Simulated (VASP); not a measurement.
TiAl, 2 atoms in the cell. The structure is cubic, space group Pm-3m (No. 221). Conventional cell: a = 3.310 Å, b = 3.310 Å, c = 3.310 Å, α = 90.00°, β = 90.00°, γ = 90.00°. Within 3.8 Å of Ti (site symmetry m-3m) lie 8 Al at 2.87 Å and 6 Ti at 3.31 Å. Within 3.8 Å of Al (site symmetry m-3m) lie 8 Ti at 2.87 Å and 6 Al at 3.31 Å.  This cell differs from its parent crystal: functional PBE, strained.

| Property | Result |
| --- | --- |
| Program | VASP 6.6.1 |
| Task | single point |
| Functional | PBE |
| Potentials or basis | VASP PAW PBE potentials, release 64 (Ti_sv, Al) |
| Cutoff | 520 eV |
| k mesh | 14 × 14 × 14 |
| Occupations | gaussian, width 0.1 eV |
| Spin | no spin polarisation |
| Dipole correction | no |
| Further INCAR settings | ALGO = Normal; EDIFF = 1e-07; NBANDS = 14 |

Potentials or basis: VASP PAW PBE potentials, release 64 (Ti_sv, Al).

Run with:

```console
$ cat potpaw_PBE.64/Ti_sv/POTCAR potpaw_PBE.64/Al/POTCAR > POTCAR
$ mpirun -np 1 vasp_std > vasp.out
```

Hardware: 1 thread of Intel(R) Xeon(R) 6975P-C (Granite Rapids), with other jobs on the host.

Question: Estimate the wall time of this run.

Answer: Wall time 24 s on 1 thread of Intel(R) Xeon(R) 6975P-C (Granite Rapids), with other jobs on the host, peak memory 0.2 GiB. Counts: scf iterations 14, k points 120.
